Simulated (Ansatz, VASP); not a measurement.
## MnO2: VASP beside Ansatz

Contents of INCAR:

```
SYSTEM = MnO2
  PREC = Accurate
  ENCUT = 520
  EDIFF = 1E-7
  ISMEAR = 0
  SIGMA = 0.05
  LREAL = .False.
  LASPH = .True.
  NELM = 150
  ALGO = Normal
  ISIF = 2
  LWAVE = .False.
  LCHARG = .True.
  ISPIN = 2
  MAGMOM = 3 3 0 0 0 0
  LORBIT = 11
  LMAXMIX = 4
  LDAU = .True.
  LDAUTYPE = 2
  LDAUL = 2 -1
  LDAUU = 7 0
  LDAUJ = 0 0
  LDAUPRINT = 1
  LELF = .True.
  LVHAR = .True.
  NBANDS = 38
```

File KPOINTS:

```
Automatic mesh
0
Gamma
  4 4 7
  0 0 0
```

POSCAR

```
MnO2
1.0
    4.3959987700      0.0000000000      0.0000000000
    0.0000000000      4.3959987700      0.0000000000
    0.0000000000      0.0000000000      2.8709991900
Mn O
2 4
Direct
    0.0000000000      0.0000000000      0.0000000000
    0.5000000000      0.5000000000      0.5000000000
    0.3020000000      0.3020000000      0.0000000000
    0.1980000000      0.8020000000      0.5000000000
    0.6980000000      0.6980000000      0.0000000000
    0.8020000000      0.1980000000      0.5000000000
```

Input for Ansatz:

```yaml
crystal:
  lattice:
    - [4.39599877, 0.0, 0.0]
    - [0.0, 4.39599877, 0.0]
    - [0.0, 0.0, 2.87099919]
  atoms:
    - { symbol: Mn, position: [0.0, 0.0, 0.0], spin: 3.0 }
    - { symbol: Mn, position: [0.5, 0.5, 0.5], spin: 3.0 }
    - { symbol: O, position: [0.302, 0.302, 0.0] }
    - { symbol: O, position: [0.198, 0.802, 0.5] }
    - { symbol: O, position: [0.698, 0.698, 0.0] }
    - { symbol: O, position: [0.802, 0.198, 0.5] }
basis:
  ecutwfc: 420
  ecutrho_ratio: 4
kpoints:
  mp_grid: { grid: [4, 4, 7] }
hamiltonian:
  xc: lda
  hubbard:
    sites: [{ site: 0, l: d, u_eff: 7.0 }, { site: 1, l: d, u_eff: 7.0 }]
scf:
  occupations: { method: gaussian, width: 0.05 }
  lower_state_search: "off"
  max_iter: 150
output:
  forces: true
  stress: true
  eigenvalues: true
  populations: true
  hubbard: { sites: [{ site: 0, l: d }, { site: 1, l: d }] }
magnetization:
  spin_polarized: true
```

Alike in both runs: task single point; functional LDA; k mesh 4 × 4 × 7; occupations gaussian, width 0.05 eV; collinear spin; Hubbard terms Mn d U = 7.0 eV.

|  | VASP | Ansatz |
| --- | --- | --- |
| version | VASP 6.6.1 | Ansatz 0.2.0 |
| potentials or method | VASP PAW LDA potentials, release 64 (Mn_pv, O), cutoff 520 eV | scalar-relativistic, plane waves, PAW |
| valence electrons in the cell | 50 | 54 |

Ansatz gave:

| Property | Result |
| --- | --- |
| gap on the k mesh at the Fermi level (eV) | none |
| pressure (GPa) | 4.4 |
| traceless stress, the component that is largest in VASP (GPa) | 3.61 |
| rms of the force components (eV/Å) | 0.170 |
| net moment per atom (μB) | 1.00 |
| size of the moment on the site where the two differ most (μB) | 2.98 |

Q: What did VASP give for the same quantities?

A: gap on the k mesh at the Fermi level (eV): none; pressure (GPa): 2.7; traceless stress, the component that is largest in VASP (GPa): 2.14; rms of the force components (eV/Å): 0.187; net moment per atom (μB): 1.01; size of the moment on the site where the two differ most (μB): 3.33.

LDA's correlation is that of Perdew and Zunger in VASP and of Perdew and Wang (1992) in Ansatz. Site moments also hang on the region over which each program counts them. The programs project onto different local orbitals, so the same U acts differently, and such runs can settle in different states. Atom by atom the forces differ by 0.018 eV/Å (rms over components). A gap of «none» marks a metal or a gap that the smearing closes. VASP's potentials hold 50 valence electrons a cell and Ansatz's 54, so a difference there can come from the potentials and not from the codes. Ansatz's warnings: filled band counts differ across k points.
